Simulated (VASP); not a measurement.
**ScF3: single point with LDA**

ScF3:

```
Sc F
1.0
     4.01245    0.00000    0.00000
     0.00000    4.01245    0.00000
     0.00000    0.00000    4.01245
Sc F
1 3
Direct
  0.00000 0.00000 0.00000
  0.50000 0.00000 0.00000
  0.00000 0.50000 0.00000
  0.00000 0.00000 0.50000
```

| Item | Value |
| --- | --- |
| Program | VASP 6.6.1 |
| Task | single point |
| Functional | LDA |
| Potentials or basis | VASP PAW LDA potentials, release 64 (Sc_sv, F) |
| Cutoff | 600 eV |
| k mesh | 2 × 2 × 2 |
| Occupations | fermi-dirac, width 0.15 eV |
| Spin | no spin polarisation |

```
Pressure               : -1.5 GPa
Band gap on the k mesh : 6.05 eV, indirect (least direct gap 6.58 eV)
```

Levels at points of the mesh, in eV from the valence-band top:
| k point | band 14 | band 15 | band 16 | band 17 | band 18 | band 19 |
| --- | --- | --- | --- | --- | --- | --- |
| (0.00, 0.00, 0.00) | -0.53 | -0.53 | -0.53 | 6.05 | 6.05 | 6.05 |
| (0.50, 0.00, 0.00) | -0.72 | -0.54 | -0.54 | 6.09 | 6.98 | 6.98 |
| (0.50, 0.50, 0.00) | -0.97 | -0.97 | -0.01 | 7.02 | 7.02 | 7.67 |
| (0.50, 0.50, 0.50) | 0.00 | 0.00 | 0.00 | 7.71 | 7.71 | 7.71 |

Wall time 4.1 s on 1 thread of Intel(R) Xeon(R) 6975P-C (Granite Rapids), with other jobs on the host, peak memory 0.15 GiB.

Caveat: the k points lie up to 0.78 Å⁻¹ apart. A k mesh can miss the band edges.
